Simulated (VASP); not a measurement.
# Zn16HS15 (a cell with a defect) in VASP: further runs

Runs on Zn16HS15 (a cell with a defect). Level: PBE. Tasks: single point.

Everything below comes from runs of VASP 6.6.1. Logs are shortened: lines on timing, memory, paths and dates and some standing lists are left out, and cuts for length are marked.

## (1) The cell of the first run

The cell holds a defect, 32 atoms: a = 9.429 Å, b = 9.429 Å, c = 9.429 Å, α = 109.47°, β = 109.47°, γ = 109.47°.

## (2) Single point, PBE

INCAR reads:

```
SYSTEM = Zn16HS15
PREC = Accurate
ENCUT = 400
EDIFF = 1E-6
ISMEAR = -1
SIGMA = 0.01
LREAL = Auto
LASPH = .TRUE.
NELM = 120
ALGO = Normal
ISIF = 2
LWAVE = .FALSE.
LCHARG = .TRUE.
GGA = PE
LELF = .TRUE.
LVHAR = .TRUE.
NBANDS = 164
GGA_COMPAT = .FALSE.
```

KPOINTS reads:

```
Automatic mesh
0
Gamma
  1 1 1
  0.25 0.25 0.25
```

POSCAR reads:

```
Zn16HS15
1.0
   -5.4436607473      5.4436607473     -5.4436607473
    5.4436607473      5.4436607473      5.4436607473
    5.4436607473     -5.4436607473     -5.4436607473
Zn S H
16 15 1
Direct
   -0.0022572168     -0.0008219731     -0.0054031565
    0.0155131682      0.2655695938      0.7621344382
   -0.0094198040      0.5020755177      0.5001942547
    0.0079636762      0.7527778451      0.2521711310
    0.2556690487      0.0005645748      0.7478507709
    0.2517125308      0.2396648754      0.5002643448
    0.2544635888      0.5044155372      0.2798461294
    0.2551520331      0.7535469288      0.0058856299
    0.5325277883     -0.0028569717      0.5001356600
    0.5029601086      0.2579114505      0.2521359134
    0.5032280127      0.5048048537      0.0054765975
    0.4750417295      0.7248876715      0.7202427746
    0.7532584717      0.0033732792      0.2381055518
    0.7492663698      0.2477019947     -0.0057190248
    0.7507209597      0.5056626543      0.7478783693
    0.7485548857      0.7814926866      0.5000365873
    0.0105661460      0.0113877370      0.7535132132
    0.0027287760      0.2528021105      0.5000160885
   -0.0053443674      0.4976616006      0.2499003027
    0.0027416642      0.7526173494      0.0000253419
    0.2684278201     -0.0068544907      0.5000412312
    0.2478768443      0.2446517267      0.2501797250
    0.2627792214      0.5128423759      0.0265440746
    0.2449914425      0.7478696102      0.7502505334
    0.5081326987      0.0073180230      0.2468360608
    0.5027145210      0.2526471715     -0.0000169909
    0.4978166681      0.4947014655      0.7499478147
    0.7366292625     -0.0133174484     -0.0258264521
    0.7614695116      0.2605254898      0.7533787162
    0.7437439222      0.5177909796      0.5000211572
    0.7572092306      0.7579431646      0.2466375213
    0.4087170768      0.6587891177      0.4998783961
```

Potentials or basis: VASP PAW PBE potentials, release 64 (Zn, S, H).

Launch:

```sh
> cat potpaw_PBE.64/Zn/POTCAR potpaw_PBE.64/S/POTCAR potpaw_PBE.64/H/POTCAR > POTCAR
> mpirun -np 1 vasp_std > vasp.out
```

OUTCAR:

```text
SYSTEM = Zn16HS15
   PREC = Accurate
   ENCUT = 400
   EDIFF = 1E-6
   ISMEAR = -1
   LREAL = Auto
   LASPH = .TRUE.
   NELM = 120
   ISIF = 2
   GGA = PE

 ion  position               nearest neighbor table
   1  0.998  0.999  0.995-  17 2.35  20 2.36  22 2.36  28 2.36
   2  0.016  0.266  0.762-  29 2.35  17 2.35  23 2.39  18 2.39
   3  0.991  0.502  0.500-  24 2.36  19 2.36  30 2.38  18 2.39
   4  0.008  0.753  0.252-  21 2.36  19 2.36  20 2.36  31 2.36
   5  0.256  0.001  0.748-  21 2.36  24 2.36  26 2.36  17 2.36
   6  0.252  0.240  0.500-  27 2.36  22 2.36  21 2.38  18 2.39
   7  0.254  0.504  0.280-  32 1.76  19 2.35  22 2.35  23 2.44
   8  0.255  0.754  0.006-  25 2.35  20 2.36  24 2.36  23 2.36
   9  0.533  0.997  0.500-  29 2.36  25 2.36  21 2.48
  10  0.503  0.258  0.252-  30 2.36  22 2.36  26 2.36  25 2.36
  11  0.503  0.505  0.005-  31 2.35  26 2.36  27 2.36  23 2.36
  12  0.475  0.725  0.720-  32 1.76  27 2.35  24 2.35  28 2.44
  13  0.753  0.003  0.238-  25 2.35  31 2.35  28 2.39  18 2.39
  14  0.749  0.248  0.994-  29 2.35  26 2.36  19 2.36  28 2.36
  15  0.751  0.506  0.748-  30 2.36  27 2.36  20 2.36  29 2.36
  16  0.749  0.781  0.500-  31 2.36  17 2.36  30 2.47
  17  0.011  0.011  0.754-   1 2.35   2 2.35  16 2.36   5 2.36
  18  0.003  0.253  0.500-   3 2.39   6 2.39  13 2.39   2 2.39
  19  0.995  0.498  0.250-   7 2.35   4 2.36   3 2.36  14 2.36
  20  0.003  0.753  0.000-   1 2.36   8 2.36   4 2.36  15 2.36
  21  0.268  0.993  0.500-   4 2.36   5 2.36   6 2.38   9 2.48
  22  0.248  0.245  0.250-   7 2.35  10 2.36   1 2.36   6 2.36
  23  0.263  0.513  0.027-   8 2.36  11 2.36   2 2.39   7 2.44
  24  0.245  0.748  0.750-  12 2.35   3 2.36   5 2.36   8 2.36
  25  0.508  0.007  0.247-  13 2.35   8 2.35   9 2.36  10 2.36
  26  0.503  0.253  1.000-  14 2.36  11 2.36  10 2.36   5 2.36
  27  0.498  0.495  0.750-  12 2.35  15 2.36   6 2.36  11 2.36
  28  0.737  0.987  0.974-  14 2.36   1 2.36  13 2.39  12 2.44
  29  0.761  0.261  0.753-  14 2.35   2 2.35   9 2.36  15 2.36
  30  0.744  0.518  0.500-  10 2.36  15 2.36   3 2.38  16 2.47
  31  0.757  0.758  0.247-  13 2.35  11 2.35  16 2.36   4 2.36
  32  0.409  0.659  0.500-   7 1.76  12 1.76

  LATTYP: Found a body centered cubic cell.
 ALAT       =    10.8873214946

  Lattice vectors:

 A1 = (  -5.4436607473,   5.4436607473,  -5.4436607473)
 A2 = (   5.4436607473,   5.4436607473,   5.4436607473)
 A3 = (   5.4436607473,  -5.4436607473,  -5.4436607473)

Analysis of symmetry for initial positions (statically):
=====================================================================
 Subroutine PRICEL returns:
 Original cell was already a primitive cell.

 Routine SETGRP: Setting up the symmetry group for a
 body centered cubic supercell.

 Subroutine GETGRP returns: Found  1 space group operations
 (whereof  1 operations were pure point group operations)
 out of a pool of 48 trial point group operations.

The static configuration has the point symmetry C_1 .

Analysis of symmetry for dynamics (positions and initial velocities):
=====================================================================
 Subroutine PRICEL returns:
 Original cell was already a primitive cell.

 Routine SETGRP: Setting up the symmetry group for a
 body centered cubic supercell.

 Subroutine GETGRP returns: Found  1 space group operations
 (whereof  1 operations were pure point group operations)
 out of a pool of 48 trial point group operations.

The dynamic configuration has the point symmetry C_1 .

 Subroutine INISYM returns: Found  1 space group operations
 (whereof  1 operations are pure point group operations),
 and found     1 'primitive' translations

----------------------------------------------------------------------------------------

                                     Primitive cell

  volume of cell :     645.2576

  direct lattice vectors                    reciprocal lattice vectors
    -5.443660747  5.443660747 -5.443660747     0.000000000  0.091849956 -0.091849956
     5.443660747  5.443660747  5.443660747     0.091849956  0.091849956  0.000000000
     5.443660747 -5.443660747 -5.443660747     0.091849956  0.000000000 -0.091849956

  length of vectors
     9.428696993  9.428696993  9.428696993     0.129895453  0.129895453  0.129895453

  position of ions in fractional coordinates (direct lattice)
     0.997742783  0.999178027  0.994596843
     0.015513168  0.265569594  0.762134438
     0.990580196  0.502075518  0.500194255
     0.007963676  0.752777845  0.252171131
     0.255669049  0.000564575  0.747850771
     0.251712531  0.239664875  0.500264345
[... 24 lines left out ...]
     0.757209231  0.757943165  0.246637521
     0.408717077  0.658789118  0.499878396

  ion indices of the primitive-cell ions
   primitive index   ion index
                 1           1
                 2           2
                 3           3
                 4           4
                 5           5
                 6           6
[... 24 lines left out ...]
                31          31
                32          32

----------------------------------------------------------------------------------------

 KPOINTS: Automatic mesh

Automatic generation of k-mesh.
 Grid dimensions read from file:
 generate k-points for:    1    1    1

 Generating k-lattice:

  Cartesian coordinates                     Fractional coordinates (reciprocal lattice)
     0.000000000  0.091849956 -0.091849956     1.000000000  0.000000000  0.000000000
     0.091849956  0.091849956  0.000000000     0.000000000  1.000000000  0.000000000
     0.091849956  0.000000000 -0.091849956     0.000000000  0.000000000  1.000000000

  Length of vectors
     0.129895453  0.129895453  0.129895453

  Shift w.r.t. Gamma in fractional coordinates (k-lattice)
     0.250000000  0.250000000  0.250000000

 Subroutine IBZKPT returns following result:
 ===========================================

 Found      1 irreducible k-points:

 Following reciprocal coordinates:
            Coordinates               Weight
  0.250000  0.250000  0.250000      2.000000
   k-points           NKPTS =      1   k-points in BZ     NKDIM =      1   number of bands    NBANDS=    164
   number of dos      NEDOS =    301   number of ions     NIONS =     32
   total plane-waves  NPLWV = 262144
   dimension x,y,z NGX =    64 NGY =   64 NGZ =   64
   dimension x,y,z NGXF=   128 NGYF=  128 NGZF=  128
   ions per type =              16  15   1
   NGX,Y,Z   is equivalent  to a cutoff of  11.28, 11.28, 11.28 a.u.
   NGXF,Y,Z  is equivalent  to a cutoff of  22.57, 22.57, 22.57 a.u.
 SYSTEM =  Zn16HS15
   PREC   = accura    normal or accurate (medium, high low for compatibility)
   ISTART =      0    job   : 0-new  1-cont  2-samecut
   ICHARG =      2    charge: 1-file 2-atom 10-const
   ISPIN  =      1    spin polarized calculation?
   LNONCOLLINEAR =      F non collinear calculations
   LSORBIT =      F    spin-orbit coupling
   LASPH  =      T    aspherical Exc in radial PAW
   ENCUT  =  400.0 eV  29.40 Ry    5.42 a.u.  15.38 15.38 15.38*2*pi/ulx,y,z
   NELM   =    120;   NELMIN=  2; NELMDL= -5     # of ELM steps
   EDIFF  = 0.1E-05   stopping-criterion for ELM
   LREAL  =      T    real-space projection
   EDIFFG = 0.1E-04   stopping-criterion for IOM
   NSW    =      0    number of steps for IOM
   IBRION =     -1    ionic relax: 0-MD 1-quasi-New 2-CG
   NFREE  =      0    steps in history (QN), initial steepest desc. (CG)
   ISIF   =      2    stress and relaxation
   ISYM   =      2    0-nonsym 1-usesym 2-fastsym
   POTIM  = 0.5000    time-step for ionic-motion
   TEBEG  =    0.0;   TEEND  =   0.0 temperature during run
   PSTRESS=    0.0 pullay stress
   NELECT =     283.0000    total number of electrons
   NUPDOWN=      -1.0000    fix difference up-down
   EMIN   =  10.00;   EMAX   =-10.00  energy-range for DOS
   EFERMI =   0.00;   METHOD = LEGACY
   ISMEAR =    -1;   SIGMA  =   0.01  broadening in eV -4-tet -1-fermi 0-gaus
   EFERMI_NEDOS =   21; number of points for ismear=-14 and -15
   IALGO  =     38    algorithm
   IMIX   =      4    mixing-type and parameters
     AMIX     =   0.40;   BMIX     =  1.00
     AMIX_MAG =   1.60;   BMIX_MAG =  1.00
  volume/ion in A,a.u.               =      20.16       136.08
  Fermi-wavevector in a.u.,A,eV,Ry     =   1.243825  2.350488 21.049580  1.547100
  Thomas-Fermi vector in A             =   2.378119
   LORBIT       =      0    0 simple, 1 ext, 2 COOP (PROOUT), +10 PAW based schemes
   GGA     = PE    functional components
   LHFCALC =     F    Hartree Fock is set to
   AEXX    =    0.0000 exact exchange contribution
   IVDW    =     0    specifies the selected vdW correction
   LEPSILON=     F    determine dielectric tensor
   LRPA    =     F    only Hartree local field effects (RPA)
 non-spin polarized calculation
  energy-cutoff  :      400.00
  volume of cell :      645.26
 maximum number of plane-waves:     11800
 NGX is ok and might be reduce to    64
   NGX = 31   NGY = 31   NGZ = 31

 number of electron     282.9999991 magnetization

 Free energy of the ion-electron system (eV)
  ---------------------------------------------------
  ext. energy  EPLUGINS =         0.00000000
  ---------------------------------------------------
  free energy    TOTEN  =      -104.30048126 eV

  energy without entropy =     -104.28661831  energy(sigma->0) =     -104.29354978

 E-fermi :   3.3577     XC(G=0):  -9.4216

 val. band max:        1.2708436793   @ k =   0.2500   0.2500   0.2500
 cond. band min:       3.3577278032   @ k =   0.2500   0.2500   0.2500
 fundamental gap:      2.0868841239
 Fermi energy:         3.3577278032

 k-point     1 :       0.2500    0.2500    0.2500
  band No.  band energies     occupation
      1     -10.8935      2.00000
      2     -10.8808      2.00000
      3     -10.8521      2.00000
      4     -10.7508      2.00000
      5     -10.3007      2.00000
      6     -10.2969      2.00000
[... 145 lines left out ...]
    152       5.9818      0.00000
    153       5.9985      0.00000
 [bands above 153 left out]

------------------------ aborting loop because EDIFF is reached ----------------------------------------

  FORCE on cell =-STRESS in cart. coord.  units (eV):
  Direction    XX          YY          ZZ          XY          YZ          ZX
  --------------------------------------------------------------------------------------
  -------------------------------------------------------------------------------------
  Total       -4.6663035      0.3181162     -4.6661825      0.0006956     -0.0182516      0.0701974
  in kB      -11.5864507      0.7898838    -11.5861502      0.0017272     -0.0453188      0.1743004
  external PRESSURE =      -7.4609057 kB  Pullay stress =       0.0000000 kB

 VOLUME and BASIS-vectors are now :
 -----------------------------------------------------------------------------
  energy-cutoff  :      400.00
  volume of cell :      645.26
      direct lattice vectors                 reciprocal lattice vectors
    -5.443660747  5.443660747 -5.443660747     0.000000000  0.091849956 -0.091849956
     5.443660747  5.443660747  5.443660747     0.091849956  0.091849956  0.000000000
     5.443660747 -5.443660747 -5.443660747     0.091849956  0.000000000 -0.091849956

 POSITION                                       TOTAL-FORCE (eV/Angst)
 -----------------------------------------------------------------------------------
      5.42206      5.45631     -5.40643         0.004807      0.003826      0.002377
      5.51002     -2.61868     -2.78758        -0.002425      0.005297     -0.001873
      0.06363      5.40262     -5.38214        -0.005271     -0.006810     -0.000608
      5.42725      2.76848      2.68178         0.004091      0.003237     -0.002449
      2.68234     -2.67620     -5.45975        -0.002100      0.005771      0.002360
      2.65769     -0.04838     -2.78885        -0.006071      0.007032      0.007189
[... 24 lines left out ...]
      1.34661      6.90536     -1.33862        -0.001566      0.001231      0.000439
      4.08248      3.08997     -1.35986         0.003473      0.008136     -0.004759
 -----------------------------------------------------------------------------------
    total drift:                                0.000290     -0.008219      0.000129

  FREE ENERGIE OF THE ION-ELECTRON SYSTEM (eV)
  ---------------------------------------------------
  free  energy   TOTEN  =      -104.3004812559 eV

  energy  without entropy=     -104.2866183122  energy(sigma->0) =     -104.29354978
```

Wall time 4 min (1 thread of Intel Xeon Platinum 8259CL at 2.50GHz (Skylake/Cascade Lake), shared host); peak memory 0.58 GiB.

What came out:

```
Free energy            : -104.3005 eV
Pressure               : -0.7 GPa
Largest force          : 0.023 eV/Å
Band gap on the k mesh : zero (an odd number of electrons rules out a gap without spin polarisation)
```

Forces in eV/Å, atoms in the order of the input:
```
Zn   0.005  0.004  0.002
Zn  -0.002  0.005 -0.002
Zn  -0.005 -0.007 -0.001
Zn   0.004  0.003 -0.002
Zn  -0.002  0.006  0.002
Zn  -0.006  0.007  0.007
Zn  -0.005  0.001 -0.001
Zn  -0.003 -0.005 -0.001
Zn  -0.007 -0.006 -0.006
Zn   0.003 -0.005  0.002
Zn   0.005 -0.002 -0.002
Zn   0.004  0.001  0.000
Zn  -0.001  0.008 -0.006
Zn  -0.001 -0.002 -0.003
Zn  -0.002  0.000 -0.001
Zn   0.015 -0.009  0.013
S    0.000  0.003 -0.002
S   -0.003 -0.001 -0.012
S    0.004  0.002 -0.002
S   -0.001 -0.001  0.000
S    0.005  0.000  0.001
S    0.001  0.000 -0.002
S   -0.007 -0.002 -0.002
S   -0.001  0.003 -0.001
S    0.000 -0.007 -0.003
S    0.001 -0.001  0.005
S    0.002  0.000 -0.002
S   -0.020 -0.007  0.010
S   -0.001 -0.004  0.000
S    0.016  0.009  0.011
S   -0.002  0.001  0.000
H    0.003  0.008 -0.005
```

Levels at points of the mesh, in eV from the Fermi level:
| k point | band 140 | band 141 | band 142 | band 143 | band 144 | band 145 |
| --- | --- | --- | --- | --- | --- | --- |
| (0.25, 0.25, 0.25) | -2.12 | -2.09 | 0.00 | 1.22 | 1.35 | 1.75 |

Caveat: the k points lie up to 0.82 Å⁻¹ apart, too coarse for converged energies and pressures of a metal.

(Part 1 of 2 ends here.)

The gap in the log of VASP goes by the Fermi energy; the results here count the filled bands.